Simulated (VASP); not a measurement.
In5O: single point with PBE

The system is In5O.

```
In O
1.0
     4.84692    0.00000    0.00000
    -2.42346    4.19755    0.00000
     0.00000    0.00000    6.45273
In O
5 1
Direct
  0.00000 0.00000 0.76265
  0.00000 0.00000 0.23735
  0.50000 0.00000 0.50000
  0.00000 0.50000 0.50000
  0.50000 0.50000 0.50000
  0.00000 0.00000 0.50000
```

The cell was generated, and may not be a known phase.

| Property | Result |
| --- | --- |
| Program | VASP 6.6.1 |
| Task | single point |
| Functional | PBE |
| Potentials or basis | VASP PAW PBE potentials, release 64 (In_d, O) |
| Cutoff | 520 eV |
| k mesh | 6 × 6 × 4 |
| Occupations | gaussian, width 0.1 eV |
| Spin | no spin polarisation |
| Dipole correction | no |
| Further INCAR settings | ALGO = Normal; EDIFF = 1e-06; NBANDS = 44 |

```yaml
Pressure: 66.1 GPa
Largest_force: 16.856 eV/Å
Band_gap_on_the_k_mesh: zero (an odd number of electrons rules out a gap without spin polarisation)
```

Forces on the atoms (eV/Å):
```
In    0.000   0.000  16.856
In    0.000   0.000 -16.856
In    0.000   0.000   0.000
In    0.000   0.000   0.000
In    0.000   0.000   0.000
O     0.000   0.000   0.000
```

Stress tensor (GPa, compression positive):
```
64.98  0.00  0.00
 0.00 64.98  0.00
 0.00  0.00 68.19
```

Levels at points of the mesh, in eV from the Fermi level:
```
           k point  band 31  band 32  band 33  band 34  band 35  band 36  band 37  band 38  band 39  band 40
(0.00, 0.00, 0.00)    -4.50    -4.38    -2.69    -0.68    -0.68     0.85     0.85     2.51     2.51     3.05
(0.50, 0.00, 0.00)    -4.62    -4.35    -3.19    -1.05    -0.92    -0.65     0.46     0.67     2.78     3.62
(0.00, 0.00, 0.50)    -4.50    -4.44    -0.88    -0.71    -0.65    -0.65     1.12     1.12     1.44     1.44
(0.50, 0.00, 0.50)    -4.34    -3.68    -3.68    -2.83    -0.93    -0.27     0.91     1.15     3.15     3.92
```

Run time: 60 s on 1 thread of AMD EPYC 9R45 96-Core Processor (Zen 5), on a shared host, peak memory 0.25 GiB.

Caveat: the cell stands under pressure; spin-orbit coupling is left out, which moves the levels of the heavy elements; forces of over 1 eV/Å act on the atoms, so gaps and moduli don't describe the material at rest.
